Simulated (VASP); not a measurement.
Runs of VASP 6.6.1 on MgO2. The structure is that of space group R-3m (No. 166), or close to it. The cells are those of the table. 

| task | potentials or basis | cell | k mesh | cutoff (eV) | smearing | mended | gap on the mesh (eV) | pressure (GPa) | largest force (eV/Å) |
| --- | --- | --- | --- | --- | --- | --- | --- | --- | --- |
| single point | VASP PAW PBE potentials, release 64 (Mg, O) | a = 3.825 Å, angles 46.8°, 3 atoms | 12 × 12 × 12 | 520 | gaussian 0.02 eV | - | 3.44 | 15.2 | 0.32 |
| single point | VASP PAW PBE potentials, release 64 (Mg_sv, O) | a = 3.955 Å, angles 47.9°, 3 atoms | 6 × 6 × 6 | 750 | gaussian 0.1 eV | yes | (b) | -5.2 | 0.03 |
| single point | VASP PAW PBE potentials, release 64 (Mg, O) | a = 3.796 Å, angles 46.5°, 3 atoms | 12 × 12 × 12 | 520 | gaussian 0.02 eV | - | (a) | 22.2 | 0.32 |
| relaxation of shape and atoms at fixed volume | VASP PAW PBE potentials, release 64 (Mg, O) | relaxed from a = 3.783 Å, angles 46.8°, 3 atoms | 12 × 12 × 12 | 600 | gaussian 0.02 eV | - | 3.44 | 21.6 | - |
| single point | VASP PAW PBE potentials, release 64 (Mg, O) | a = 4.006 Å, angles 48.3°, 3 atoms | 12 × 12 × 12 | 520 | gaussian 0.02 eV | - | 2.82 | -10.8 | 0.26 |

Alike in all rows: level r2SCAN; no spin polarisation.

Task: Estimate the missing entries.

Result: (a) 3.55; (b) 2.93.

Caveats: the PAW data sets were made with another functional, which shifts forces and pressure a little; the cell stands under pressure (at least some runs); the cell stands under tension (at least some runs).

A k mesh can miss the band edges.

The runs don't all hold the same shells in valence.
